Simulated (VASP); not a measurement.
Here is a VASP 6.6.1 calculation.

The input POSCAR:

```
PbO
1.0
    4.0343675303      0.0000000000      0.0000000000
    0.0000000000      4.0343675303      0.0000000000
    0.0000000000      0.0000000000      4.9938699224
Pb O
2 2
Direct
    0.0000000000      0.5000000000      0.2377173499
    0.5000000000      0.0000000000      0.7622826501
    0.0000000000      0.0000000000      0.0000000000
    0.5000000000      0.5000000000      0.0000000000
```

The input INCAR.step1:

```
PREC = Accurate
ENCUT = 600
ISMEAR = -1
SIGMA = 0.02
LREAL = False
LASPH = True
NELM = 80
GGA = PE
ALGO = Normal
EDIFF = 1E-4
LWAVE = True
LCHARG = False
```

INCAR.step2

```
PREC = Accurate
ENCUT = 600
EDIFF = 1E-6
ISMEAR = -1
SIGMA = 0.02
LREAL = False
LASPH = True
NELM = 80
ALGO = Normal
ISIF = 3
LWAVE = False
LCHARG = False
METAGGA = R2SCAN
LMIXTAU = True
LUSE_VDW = True
IVDW_NL = 2
BPARAM = 11.95
CPARAM = 0.0093
IBRION = 2
NSW = 80
EDIFFG = -0.005
ISTART = 1
```

The input KPOINTS:

```
regular mesh
0
Gamma
  6 6 6
```

Potentials or basis: VASP PAW PBE potentials, release 64 (Pb_d, O).

Command:

```console
$ cat potpaw_PBE.64/Pb_d/POTCAR potpaw_PBE.64/O/POTCAR > POTCAR
$ cp INCAR.step1 INCAR
$ mpirun -np 1 vasp_std > vasp.out
$ cp INCAR.step2 INCAR
$ mpirun -np 1 vasp_std > vasp.out
```

Predict the relaxed cell.

a = 3.990 Å, b = 3.990 Å, c = 4.985 Å, α = 90.00°, β = 90.00°, γ = 90.00°.

Estimate the space group after relaxing (to 0.1 Å).

P4/nmm (No. 129).

Predict the band gap on the k mesh.

1.48 eV (least direct gap 2.60 eV).

Estimate the relaxed volume.

19.84 Å³/atom.

Final structure:
```cif
data_structure
_symmetry_space_group_name_H-M 'P 1'
_symmetry_Int_Tables_number 1
_cell_length_a 3.9903
_cell_length_b 3.9903
_cell_length_c 4.9847
_cell_angle_alpha 90.000
_cell_angle_beta 90.000
_cell_angle_gamma 90.000
_cell_volume 79.37
loop_
_atom_site_label
_atom_site_type_symbol
_atom_site_fract_x
_atom_site_fract_y
_atom_site_fract_z
_atom_site_occupancy
Pb1 Pb 0.00000 0.50000 0.23801 1
Pb2 Pb 0.50000 0.00000 0.76199 1
O1 O 0.00000 0.00000 0.00000 1
O2 O 0.50000 0.50000 0.00000 1
```

Caveat: the PAW data sets were made with another functional, which shifts forces and pressure a little; spin-orbit coupling is left out, which moves the levels of the heavy elements. r2SCAN opens gaps a little over a GGA but as a rule still falls short of measured ones.
